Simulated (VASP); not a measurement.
Runs of VASP 6.6.1 on LiH. The structure is that of space group Fm-3m (No. 225), or close to it. The cells are those of the table. 

| task | level | potentials or basis | cell | k mesh | cutoff (eV) | smearing | grid for exact exchange (PRECFOCK) | share of exact exchange | screening parameter | gap on the mesh (eV) |
| --- | --- | --- | --- | --- | --- | --- | --- | --- | --- | --- |
| single point | PBE-based screened hybrid | VASP PAW PBE potentials, release 64 (Li_sv, H) | a = 2.880 Å, angles 60.0°, 2 atoms | 7 × 7 × 7 | 520 | methfessel-paxton 0.01 eV | Normal | 0.25 | 0.3 1/Å | 4.30 |
| single point | HSE06 | VASP PAW PBE potentials, release 64 (Li_sv, H) | a = 2.880 Å, angles 60.0°, 2 atoms | 6 × 6 × 6 | 520 | fermi-dirac 0.05 eV | Normal | - | 0.2079 1/Å | 4.00 |
| single point | r2SCAN | VASP PAW PBE potentials, release 64 (Li_sv, H) | a = 2.880 Å, angles 60.0°, 2 atoms | 10 × 10 × 10 | 520 | gaussian 0.01 eV | - | - | - | (c) |
| single point | LDA | VASP PAW LDA potentials, release 64 (Li_sv, H) | a = 2.880 Å, angles 60.0°, 2 atoms | 11 × 11 × 11 | 520 | fermi-dirac 0.05 eV | - | - | - | (a) |
| single point | LDA | VASP PAW LDA potentials, release 64 (Li_sv, H) | a = 2.822 Å, angles 60.0°, 2 atoms | 11 × 11 × 11 | 520 | fermi-dirac 0.05 eV | - | - | - | 2.80 |
| single point | PBEsol | VASP PAW PBE potentials, release 64 (Li_sv, H) | a = 2.880, b = 2.880, c = 2.866 Å, angles 60.2, 60.2, 60.3°, 2 atoms | 9 × 9 × 9 | 520 | fermi-dirac 0.05 eV | - | - | - | 3.06 |
| relaxation of cell and atoms | PBEsol | VASP PAW PBE potentials, release 64 (Li_sv, H) | relaxed to 30 GPa from a = 2.880 Å, angles 60.0°, 2 atoms | 11 × 11 × 11 | 600 | fermi-dirac 0.05 eV | - | - | - | (b) |
| single point | PBE exchange alone | VASP PAW PBE potentials, release 64 (Li_sv, H) | a = 2.880 Å, angles 60.0°, 2 atoms | 11 × 11 × 11 | 520 | gaussian 0.01 eV | - | - | - | 3.70 |

Alike in all rows: no spin polarisation.

Q: Fill in the values left out.

A: (a) 2.84; (b) 2.50; (c) 3.61.

Caveats: some runs use coarse meshes; the cutoff is under 1.25 times the usual one of these potentials, so pressure, stress and relaxed cells hold a basis-set (Pulay) error; the PAW data sets were made with another functional, which shifts forces and pressure a little (some runs); the cell is relaxed towards a set pressure, so the enthalpy falls and the energy may rise (some runs).

A k mesh can miss the band edges.
